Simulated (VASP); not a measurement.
Write the native input for VASP 6.6.1 that does the following.

| Property | Result |
| --- | --- |
| Task | single point |
| Functional | PBE |
| Potentials or basis | VASP PAW PBE potentials, release 64 (B, N) |
| Cutoff | 520 eV |
| k mesh | 6 × 6 × 4 |
| Occupations | gaussian, width 0.01 eV |
| Spin | no spin polarisation |
| Dipole correction | no |
| Further INCAR settings | ALGO = Normal; EDIFF = 1e-06; NBANDS = 16 |

The structure of BN lies in POSCAR:

```
BN
1.0
    2.5439499996      0.0000000000      0.0000000000
   -1.2719749998      2.2031253256      0.0000000000
    0.0000000000      0.0000000000      4.0395027278
B N
2 2
Direct
    0.3333333333      0.6666666667     -0.0003699905
    0.6666666667      0.3333333333      0.4996300095
    0.3333333333      0.6666666667      0.3753699905
    0.6666666667      0.3333333333      0.8753699905
```

This cell differs from its parent crystal: uniaxial z strain -4.0%.

One way to write it, as run:

INCAR

```
PREC = Accurate
ENCUT = 520
EDIFF = 1E-6
ISMEAR = 0
SIGMA = 0.01
LREAL = F
LASPH = T
NELM = 80
ALGO = Normal
ISIF = 2
LWAVE = F
LCHARG = F
GGA = PE
NBANDS = 16
```

KPOINTS

```
Automatic mesh
0
Gamma
  6 6 4
```

Potentials or basis: VASP PAW PBE potentials, release 64 (B, N).

The run is started by

```console
$ cat potpaw_PBE.64/B/POTCAR potpaw_PBE.64/N/POTCAR > POTCAR
$ mpirun -np 1 vasp_std > vasp.out
```

It gave:

```json
{
 "Pressure": "23.2 GPa",
 "Largest force": "0.063 eV/Å",
 "Band gap on the k mesh": "5.34 eV, indirect (least direct gap 8.19 eV)"
}
```

Caveat: the k points lie up to 0.48 Å⁻¹ apart; the cell differs from its parent crystal (uniaxial z strain -4.0%).

Run time: 14 s on 1 thread of AMD EPYC 7R13, with other jobs on the host, peak memory 0.1 GiB.
